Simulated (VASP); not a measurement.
# Y2Si2F (P6/mmm) in VASP: a series of runs

The runs below take Y2Si2F through single point, with PBE.

All numbers are computed with VASP 6.6.1; they aren't measurements. Logs are shortened: lines on timing, memory, paths and dates and some standing lists are left out, and cuts for length are marked.

## Step 1: The cell of the first run

The structure is hexagonal, space group P6/mmm (No. 191). Conventional cell: a = 5.222 Å, b = 5.222 Å, c = 6.187 Å, α = 90.00°, β = 90.00°, γ = 120.00°. Y (site symmetry -6m2) has 3 Y at 3.02 Å and 3 F at 3.02 Å and 6 Si at 3.57 Å within 4.0 Å. Within 2.5 Å of Si (site symmetry 6mm) lie 1 F at 1.91 Å and 1 Si at 2.36 Å. F (site symmetry 6/mmm) has 2 Si at 1.91 Å within 2.5 Å.

## Step 2: Single point, PBE

The input, INCAR:

```
PREC     = Accurate       # precision mode
ENCUT    = 520            # plane-wave cutoff, eV
EDIFF    = 1E-6           # SCF threshold, eV
ISMEAR   = 0              # smearing method
SIGMA    = 0.1            # smearing width, eV
LREAL    = F              # projectors in reciprocal space
LASPH    = T              # aspherical terms in the spheres
NELM     = 100            # most SCF steps
ALGO     = Normal         # electronic algorithm
ISIF     = 2              # what is computed and relaxed
LWAVE    = F              # write WAVECAR
LCHARG   = T              # write CHGCAR
GGA      = PE             # functional
LELF     = T              # ELF
LVHAR    = T            
NBANDS   = 26             # bands
```

The input, KPOINTS:

```
Automatic mesh
0
Gamma
  12 12 6
```

The input, POSCAR:

```
Y2Si2F
1.0
    5.2223751676      0.0000000000      0.0000000000
   -2.6111875838      4.5227095632      0.0000000000
    0.0000000000      0.0000000000      6.1870067169
Y Si F
2 2 1
Direct
    0.3333333333      0.6666666667      0.0000000000
    0.6666666667      0.3333333333      0.0000000000
    0.0000000000      0.0000000000      0.3093972255
    0.0000000000      0.0000000000      0.6906027745
    0.0000000000      0.0000000000      0.0000000000
```

Potentials or basis: VASP PAW PBE potentials, release 64 (Y_sv, Si, F).

Run with:

```sh
> cat potpaw_PBE.64/Y_sv/POTCAR potpaw_PBE.64/Si/POTCAR potpaw_PBE.64/F/POTCAR > POTCAR
> mpirun -np 1 vasp_std > vasp.out
```

OUTCAR:

```text
PREC = Accurate
   ENCUT = 520
   EDIFF = 1E-6
   ISMEAR = 0
   LREAL = F
   LASPH = T
   NELM = 100
   ISIF = 2
   GGA = PE

 ion  position               nearest neighbor table
   1  0.333  0.667  0.000-   2 3.02   5 3.02   2 3.02   5 3.02   5 3.02   2 3.02   4 3.57   3 3.57
                             3 3.57   4 3.57   3 3.57   4 3.57
   2  0.667  0.333  0.000-   1 3.02   5 3.02   1 3.02   5 3.02   5 3.02   1 3.02   4 3.57   3 3.57
                             4 3.57   3 3.57   4 3.57   3 3.57
   3  0.000  0.000  0.309-   5 1.91   4 2.36   1 3.57   2 3.57   1 3.57   2 3.57   2 3.57   1 3.57

   4  0.000  0.000  0.691-   5 1.91   3 2.36   1 3.57   2 3.57   1 3.57   2 3.57   2 3.57   1 3.57

   5  0.000  0.000  0.000-   3 1.91   4 1.91   1 3.02   2 3.02   1 3.02   2 3.02   2 3.02   1 3.02

  LATTYP: Found a hexagonal cell.
 ALAT       =     5.2223751676
 C/A-ratio  =     1.1847112699

  Lattice vectors:

 A1 = (   5.2223751676,   0.0000000000,   0.0000000000)
 A2 = (  -2.6111875838,   4.5227095632,   0.0000000000)
 A3 = (   0.0000000000,   0.0000000000,   6.1870067169)

Analysis of symmetry for initial positions (statically):
=====================================================================
 Subroutine PRICEL returns:
 Original cell was already a primitive cell.

 Routine SETGRP: Setting up the symmetry group for a
 hexagonal supercell.

 Subroutine GETGRP returns: Found 24 space group operations
 (whereof 24 operations were pure point group operations)
 out of a pool of 24 trial point group operations.

The static configuration has the point symmetry D_6h.

Analysis of symmetry for dynamics (positions and initial velocities):
=====================================================================
 Subroutine PRICEL returns:
 Original cell was already a primitive cell.

 Routine SETGRP: Setting up the symmetry group for a
 hexagonal supercell.

 Subroutine GETGRP returns: Found 24 space group operations
 (whereof 24 operations were pure point group operations)
 out of a pool of 24 trial point group operations.

The dynamic configuration has the point symmetry D_6h.

 Subroutine INISYM returns: Found 24 space group operations
 (whereof 24 operations are pure point group operations),
 and found     1 'primitive' translations

----------------------------------------------------------------------------------------

                                     Primitive cell

  volume of cell :     146.1327

  direct lattice vectors                    reciprocal lattice vectors
     5.222375168  0.000000000  0.000000000     0.191483754  0.110553197  0.000000000
    -2.611187584  4.522709563  0.000000000     0.000000000  0.221106393  0.000000000
     0.000000000  0.000000000  6.187006717     0.000000000  0.000000000  0.161629047

  length of vectors
     5.222375168  5.222375168  6.187006717     0.221106393  0.221106393  0.161629047

  position of ions in fractional coordinates (direct lattice)
     0.333333333  0.666666667  0.000000000
     0.666666667  0.333333333  0.000000000
     0.000000000  0.000000000  0.309397225
     0.000000000  0.000000000  0.690602775
     0.000000000  0.000000000  0.000000000

  ion indices of the primitive-cell ions
   primitive index   ion index
                 1           1
                 2           2
                 3           3
                 4           4
                 5           5

----------------------------------------------------------------------------------------

 KPOINTS: Automatic mesh

Automatic generation of k-mesh.
 Grid dimensions read from file:
 generate k-points for:   12   12    6

 Generating k-lattice:

  Cartesian coordinates                     Fractional coordinates (reciprocal lattice)
     0.015956979  0.009212766  0.000000000     0.083333333 -0.000000000  0.000000000
     0.000000000  0.018425533  0.000000000     0.000000000  0.083333333  0.000000000
     0.000000000  0.000000000  0.026938175     0.000000000  0.000000000  0.166666667

  Length of vectors
     0.018425533  0.018425533  0.026938175

  Shift w.r.t. Gamma in fractional coordinates (k-lattice)
     0.000000000  0.000000000  0.000000000

 Subroutine IBZKPT returns following result:
 ===========================================

 Found     76 irreducible k-points:

 Following reciprocal coordinates:
            Coordinates               Weight
  0.000000  0.000000  0.000000      1.000000
  0.083333  0.000000  0.000000      6.000000
  0.166667  0.000000  0.000000      6.000000
  0.250000  0.000000  0.000000      6.000000
  0.333333 -0.000000  0.000000      6.000000
  0.416667  0.000000  0.000000      6.000000
[... 16 lines left out ...]
  0.250000  0.000000  0.166667     12.000000
  0.333333 -0.000000  0.166667     12.000000
 [... further k-points ...]
   k-points           NKPTS =     76   k-points in BZ     NKDIM =     76   number of bands    NBANDS=     26
   number of dos      NEDOS =    301   number of ions     NIONS =      5
[... 68 lines left out ...]
 cond. band min:       2.3560333563   @ k =   0.2500   0.0833   0.1667
 fundamental gap:      0.0067751134
 Fermi energy:         2.3549933822

 k-point     1 :       0.0000    0.0000    0.0000
  band No.  band energies     occupation
      1     -41.0415      2.00000
      2     -40.8069      2.00000
      3     -24.1077      2.00000
      4     -21.4055      2.00000
      5     -21.4055      2.00000
      6     -20.9778      2.00000
[... 18 lines left out ...]
     25       4.7871      0.00000
     26       4.8988      0.00000

 k-point     2 :       0.0833    0.0000    0.0000
  band No.  band energies     occupation
      1     -41.0380      2.00000
      2     -40.8105      2.00000
      3     -24.1092      2.00000
      4     -21.4113      2.00000
      5     -21.3956      2.00000
      6     -20.9741      2.00000
[... 18 lines left out ...]
     25       4.6988      0.00000
     26       5.0342      0.00000

 k-point     3 :       0.1667    0.0000    0.0000
  band No.  band energies     occupation
      1     -41.0279      2.00000
      2     -40.8210      2.00000
      3     -24.1134      2.00000
      4     -21.4267      2.00000
      5     -21.3660      2.00000
      6     -20.9635      2.00000
[... 18 lines left out ...]
     25       4.7374      0.00000
     26       5.0771      0.00000

 k-point     4 :       0.2500    0.0000    0.0000
  band No.  band energies     occupation
      1     -41.0121      2.00000
      2     -40.8373      2.00000
      3     -24.1195      2.00000
      4     -21.4468      2.00000
      5     -21.3176      2.00000
      6     -20.9470      2.00000
[... 18 lines left out ...]
     25       4.6443      0.00000
     26       5.1632      0.00000

 k-point     5 :       0.3333   -0.0000    0.0000
  band No.  band energies     occupation
      1     -40.9927      2.00000
      2     -40.8573      2.00000
      3     -24.1261      2.00000
      4     -21.4659      2.00000
      5     -21.2564      2.00000
      6     -20.9266      2.00000
[... 18 lines left out ...]
     25       5.0131      0.00000
     26       5.4074      0.00000

 k-point     6 :       0.4167    0.0000    0.0000
  band No.  band energies     occupation
      1     -40.9736      2.00000
      2     -40.8768      2.00000
      3     -24.1311      2.00000
      4     -21.4794      2.00000
      5     -21.1979      2.00000
      6     -20.9068      2.00000
[... 427 lines left out ...]
 k-point    21 :       0.0833    0.0000    0.1667
  band No.  band energies     occupation
      1     -41.0380      2.00000
      2     -40.8105      2.00000
      3     -24.1092      2.00000
      4     -21.4113      2.00000
      5     -21.3956      2.00000
      6     -20.9742      2.00000
[... 18 lines left out ...]
     25       4.7928      0.00000
     26       5.2247      0.00000

 k-point    22 :       0.1667    0.0000    0.1667
  band No.  band energies     occupation
      1     -41.0279      2.00000
      2     -40.8210      2.00000
      3     -24.1134      2.00000
      4     -21.4267      2.00000
      5     -21.3660      2.00000
      6     -20.9636      2.00000
[... 18 lines left out ...]
     25       4.8537      0.00000
     26       5.1935      0.00000

 k-point    23 :       0.2500    0.0000    0.1667
  band No.  band energies     occupation
      1     -41.0121      2.00000
      2     -40.8373      2.00000
      3     -24.1195      2.00000
      4     -21.4468      2.00000
      5     -21.3176      2.00000
      6     -20.9471      2.00000
[... 18 lines left out ...]
     25       4.7294      0.00000
     26       5.3579      0.00000

 k-point    24 :       0.3333   -0.0000    0.1667
  band No.  band energies     occupation
      1     -40.9927      2.00000
      2     -40.8573      2.00000
      3     -24.1259      2.00000
      4     -21.4659      2.00000
      5     -21.2564      2.00000
      6     -20.9267      2.00000
[... 18 lines left out ...]
     25       4.8486      0.00000
     26       5.3875      0.00000

 [... further k-points ...]
[... 5 lines left out ...]
  --------------------------------------------------------------------------------------
  -------------------------------------------------------------------------------------
  Total       -0.0328555     -0.0328555      0.0179010      0.0000000     -0.0000000      0.0000000
  in kB       -0.3602232     -0.3602232      0.1962642      0.0000000     -0.0000000      0.0000000
  external PRESSURE =      -0.1747274 kB  Pullay stress =       0.0000000 kB

 VOLUME and BASIS-vectors are now :
 -----------------------------------------------------------------------------
  energy-cutoff  :      520.00
  volume of cell :      146.13
      direct lattice vectors                 reciprocal lattice vectors
     5.222375168  0.000000000  0.000000000     0.191483754  0.110553197  0.000000000
    -2.611187584  4.522709563  0.000000000     0.000000000  0.221106393  0.000000000
     0.000000000  0.000000000  6.187006717     0.000000000  0.000000000  0.161629047

 POSITION                                       TOTAL-FORCE (eV/Angst)
 -----------------------------------------------------------------------------------
     -0.00000      3.01514      0.00000        -0.000000      0.000000      0.000000
      2.61119      1.50757      0.00000         0.000000      0.000000      0.000000
      0.00000      0.00000      1.91424        -0.000000      0.000000      0.012892
      0.00000      0.00000      4.27276        -0.000000     -0.000000     -0.012892
      0.00000      0.00000      0.00000        -0.000000      0.000000      0.000000
 -----------------------------------------------------------------------------------
    total drift:                                0.000000     -0.000000      0.000000

  FREE ENERGIE OF THE ION-ELECTRON SYSTEM (eV)
  ---------------------------------------------------
  free  energy   TOTEN  =       -23.1230126754 eV

  energy  without entropy=      -23.0949563466  energy(sigma->0) =      -23.10898451
```

Wall time 6.8 min (1 thread of Intel Xeon 8259CL, shared host); peak memory 0.46 GiB.

Results:

- Free energy: -23.1230 eV
- Pressure: 0.0 GPa
- Largest force: 0.013 eV/Å

Forces on the atoms (eV/Å):
```
Y    0.000  0.000  0.000
Y    0.000  0.000  0.000
Si   0.000  0.000  0.013
Si   0.000  0.000 -0.013
F    0.000  0.000  0.000
```

Levels at points of the mesh, in eV from the Fermi level:
```
           k point  band 17  band 18  band 19  band 20  band 21  band 22
(0.00, 0.00, 0.00)    -0.38     0.47     0.47     0.55     0.55     0.66
(0.50, 0.00, 0.00)    -0.91    -0.50    -0.36    -0.36     0.35     0.72
(0.00, 0.00, 0.50)    -0.46     0.35     0.35     0.76     0.76     0.88
(0.50, 0.00, 0.50)    -1.07    -0.63     0.06     0.27     1.31     1.45
```

Caveat: an odd number of electrons without spin polarisation forces a metal; a magnetic or distorted state may lie lower.

## Step 3: Single point, PBE, collinear spin, ferromagnetic start

This run uses another cell than the first one, of 20.83 Å³/atom, 0.713 times its volume.

The input, INCAR:

```
PREC     = Accurate       # precision mode
ENCUT    = 520            # plane-wave cutoff, eV
EDIFF    = 1E-7           # SCF threshold, eV
ISMEAR   = 0              # smearing method
SIGMA    = 0.1            # smearing width, eV
LREAL    = False          # projectors in reciprocal space
LASPH    = True           # aspherical terms in the spheres
NELM     = 150            # most SCF steps
ALGO     = Normal         # electronic algorithm
ISIF     = 2              # what is computed and relaxed
LWAVE    = False          # write WAVECAR
LCHARG   = False          # write CHGCAR
ISPIN    = 2              # spin polarisation
MAGMOM   = 0 0 0 0 1      # initial moments
LORBIT   = 11             # projections on sites
LMAXMIX  = 4              # l up to which the mixer works
GGA      = PE             # functional
NBANDS   = 30             # bands
```

The input, KPOINTS:

```
regular mesh
0
Gamma
  6 6 4
```

The input, POSCAR:

```
Y2Si2F
1.0
    5.0317232900      0.0000000000      0.0000000000
   -2.5158616500      4.3576001900      0.0000000000
    0.0000000000      0.0000000000      4.7503779600
Y Si F
2 2 1
Direct
    0.3333333300      0.6666666700      0.0000000000
    0.6666666700      0.3333333300      0.0000000000
    0.0000000000      0.0000000000      0.3015366800
    0.0000000000      0.0000000000      0.6984633200
    0.0000000000      0.0000000000      0.0000000000
```

Potentials or basis: VASP PAW PBE potentials, release 64 (Y_sv, Si, F).

Run with:

```sh
> cat potpaw_PBE.64/Y_sv/POTCAR potpaw_PBE.64/Si/POTCAR potpaw_PBE.64/F/POTCAR > POTCAR
> mpirun -np 1 vasp_std > vasp.out
```

Run time: 6 min. Hardware: 1 thread of Intel Xeon 8259CL, shared host; peak memory 0.35 GiB.

Results (log left out):

- Free energy: -16.5909 eV
- Pressure: 38.8 GPa
- Largest force: 5.146 eV/Å
- Net moment: 0.00 μB per cell
- Valence electrons inside the program's atomic spheres: Y 9.78; Si 1.89; F 6.47

Forces in eV/Å, atoms in the order of the input:
```
Y    0.000  0.000  0.000
Y    0.000  0.000  0.000
Si   0.000  0.000  5.146
Si   0.000  0.000 -5.146
F    0.000  0.000  0.000
```

Stress tensor (GPa, compression positive):
```
11.35  0.00  0.00
 0.00 11.35  0.00
 0.00  0.00 93.62
```

Levels at points of the mesh, in eV from the Fermi level:
Spin up:
| k point | band 15 | band 16 | band 17 | band 18 | band 19 | band 20 | band 21 | band 22 | band 23 | band 24 |
| --- | --- | --- | --- | --- | --- | --- | --- | --- | --- | --- |
| (0.00, 0.00, 0.00) | -1.64 | -1.64 | -1.05 | 0.15 | 0.50 | 0.50 | 0.69 | 0.69 | 1.69 | 1.69 |
| (0.50, 0.00, 0.00) | -1.77 | -1.67 | -1.18 | -1.02 | -0.08 | 0.15 | 0.52 | 0.96 | 1.88 | 2.95 |
| (0.00, 0.00, 0.50) | -2.25 | -2.25 | -0.08 | -0.08 | 0.51 | 0.51 | 0.86 | 1.27 | 2.00 | 2.00 |
| (0.50, 0.00, 0.50) | -3.13 | -3.07 | -0.81 | -0.49 | -0.01 | 0.20 | 2.42 | 2.47 | 2.60 | 3.27 |
Spin down:
```
           k point  band 17  band 18  band 19  band 20  band 21  band 22
(0.00, 0.00, 0.00)    -1.05     0.15     0.50     0.50     0.69     0.69
(0.50, 0.00, 0.00)    -1.18    -1.02    -0.08     0.15     0.52     0.96
(0.00, 0.00, 0.50)    -0.08    -0.08     0.51     0.51     0.86     1.27
(0.50, 0.00, 0.50)    -0.81    -0.49    -0.01     0.20     2.42     2.47
```

Caveat: forces of over 1 eV/Å act on the atoms, so gaps and moduli don't describe the material at rest.

## Step 4: Single point, PBE, collinear spin, ferromagnetic start

This run uses another cell than the first one, of 29.14 Å³/atom, 0.997 times its volume.

The input, INCAR:

```
PREC = Accurate ; ENCUT = 520
EDIFF = 1E-7 ; ISMEAR = 0
SIGMA = 0.1 ; LREAL = False
LASPH = True ; NELM = 150
ALGO = Normal ; ISIF = 2
LWAVE = False ; LCHARG = False
ISPIN = 2 ; MAGMOM = 0 0 0 0 1
LORBIT = 11 ; LMAXMIX = 4
GGA = PE ; NBANDS = 30
```

The input, KPOINTS:

```
Automatic mesh
0
Gamma
  6 6 4
```

The input, POSCAR:

```
Y2Si2F
1.0
    5.2177765522      0.0000000000      0.0000000000
   -2.6088882761      4.5187270455      0.0000000000
    0.0000000000      0.0000000000      6.1799614779
Y Si F
2 2 1
Direct
    0.3333333333      0.6666666667      0.0000000000
    0.6666666667      0.3333333333      0.0000000000
    0.0000000000      0.0000000000      0.3098136740
    0.0000000000      0.0000000000      0.6901863260
    0.0000000000      0.0000000000      0.0000000000
```

Run with:

```sh
> cat potpaw_PBE.64/Y_sv/POTCAR potpaw_PBE.64/Si/POTCAR potpaw_PBE.64/F/POTCAR > POTCAR
> mpirun -np 1 vasp_std > vasp.out
```

It took 6 min on 1 thread of Intel Xeon 8259CL, shared host; peak memory 0.41 GiB.

It converged, with:

| Property | Result |
| --- | --- |
| Free energy | -23.1567 eV |
| Pressure | 0.0 GPa |
| Largest force | 0.019 eV/Å |
| Net moment | 0.00 μB per cell |
| Valence electrons inside the program's atomic spheres | Y 9.44; Si 1.52; F 6.10 |

Forces in eV/Å, atoms in the order of the input:
```
Y    0.000  0.000  0.000
Y    0.000  0.000  0.000
Si   0.000  0.000  0.019
Si   0.000  0.000 -0.019
F    0.000  0.000  0.000
```

Stress tensor (GPa, compression positive):
```
-0.05  0.00  0.00
 0.00 -0.05  0.00
 0.00  0.00  0.12
```

Levels at points of the mesh, in eV from the Fermi level:
Spin up:
| k point | band 15 | band 16 | band 17 | band 18 | band 19 | band 20 | band 21 | band 22 | band 23 | band 24 |
| --- | --- | --- | --- | --- | --- | --- | --- | --- | --- | --- |
| (0.00, 0.00, 0.00) | -2.39 | -0.40 | -0.40 | 0.48 | 0.48 | 0.55 | 0.55 | 0.66 | 1.32 | 1.32 |
| (0.50, 0.00, 0.00) | -2.13 | -0.92 | -0.91 | -0.51 | -0.36 | -0.36 | 0.36 | 0.73 | 1.74 | 1.89 |
| (0.00, 0.00, 0.50) | -0.79 | -0.79 | -0.45 | 0.35 | 0.35 | 0.76 | 0.76 | 0.88 | 1.36 | 1.36 |
| (0.50, 0.00, 0.50) | -1.92 | -1.68 | -1.06 | -0.62 | 0.06 | 0.27 | 1.32 | 1.46 | 1.96 | 2.38 |
Spin down:
```tsv
k point	band 15	band 16	band 17	band 18	band 19	band 20	band 21	band 22	band 23	band 24
(0.00, 0.00, 0.00)	-2.39	-0.40	-0.40	0.48	0.48	0.55	0.55	0.66	1.32	1.32
(0.50, 0.00, 0.00)	-2.13	-0.92	-0.91	-0.51	-0.36	-0.36	0.36	0.73	1.74	1.89
(0.00, 0.00, 0.50)	-0.79	-0.79	-0.45	0.35	0.35	0.76	0.76	0.88	1.36	1.36
(0.50, 0.00, 0.50)	-1.92	-1.68	-1.06	-0.62	0.06	0.27	1.32	1.46	1.96	2.38
```

## Step 5: Summary

| spin | cell | k mesh | gap on the mesh (eV) | pressure (GPa) | moment (μB) | largest force (eV/Å) |
| --- | --- | --- | --- | --- | --- | --- |
| off | a = 5.222, b = 5.222, c = 6.187 Å, angles 90.0, 90.0, 120.0°, 5 atoms | 12 × 12 × 6 | none | 0.0 | - | 0.01 |
| collinear, ferromagnetic start | a = 5.032, b = 5.032, c = 4.750 Å, angles 90.0, 90.0, 120.0°, 5 atoms | 6 × 6 × 4 | none | 38.8 | 0.00 | 5.15 |
| collinear, ferromagnetic start | a = 5.218, b = 5.218, c = 6.180 Å, angles 90.0, 90.0, 120.0°, 5 atoms | 6 × 6 × 4 | none | 0.0 | 0.00 | 0.02 |

Alike in all rows: task single point; level PBE; potentials or basis VASP PAW PBE potentials, release 64 (Y_sv, Si, F); cutoff (eV) 520; smearing gaussian 0.1 eV.

Caveats: an odd number of electrons without spin polarisation forces a metal (some runs); a magnetic or distorted state may lie lower (some runs); forces of over 1 eV/Å act on the atoms, so gaps and moduli don't describe the material at rest (some runs).

Total energies depend on the potentials used, so only differences within one code and one set of settings carry meaning.
